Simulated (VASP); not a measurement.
# Rh: single point with r2SCAN

The system is Rh.

```
Rh
1.0
     0.00000    1.87303    1.84450
     1.87303    0.00000    1.84450
     1.87303    1.87303    0.00000
Rh
1
Direct
  0.00000 0.00000 0.00000
```

This cell differs from its parent crystal: strain -0.015 along x and y, -0.030 along z.

| Quantity | Value |
| --- | --- |
| Program | VASP 6.6.1 |
| Task | single point |
| Functional | r2SCAN |
| Potentials or basis | VASP PAW PBE potentials, release 64 (Rh_pv) |
| Cutoff | 520 eV |
| k mesh | 8 × 8 × 8 |
| Occupations | gaussian, width 0.15 eV |
| Spin | no spin polarisation |

```yaml
Pressure: 21.7 GPa
```

Stress tensor (GPa, compression positive):
```
20.23  0.00  0.00
 0.00 20.23  0.00
 0.00  0.00 24.53
```

Levels at points of the mesh, in eV from the Fermi level:
| k point | band 5 | band 6 | band 7 | band 8 | band 9 | band 10 |
| --- | --- | --- | --- | --- | --- | --- |
| (0.00, 0.00, 0.00) | -3.57 | -3.57 | -3.39 | -1.31 | -1.08 | 16.60 |
| (0.50, 0.00, 0.00) | -3.74 | -3.54 | 0.59 | 0.69 | 0.81 | 9.73 |
| (0.50, 0.50, 0.00) | -6.81 | 0.55 | 1.15 | 1.15 | 3.79 | 13.97 |
| (0.50, 0.00, 0.50) | -6.79 | 0.56 | 1.06 | 1.22 | 3.42 | 13.51 |

It took 27 s on 1 thread of Intel Xeon 6975P-C, with other jobs on the host, peak memory 0.13 GiB.

Caveat: the k points lie up to 0.37 Å⁻¹ apart; the cell differs from its parent crystal (strain -0.015 along x and y, -0.030 along z); the PAW data sets were made with another functional, which shifts forces and pressure a little.
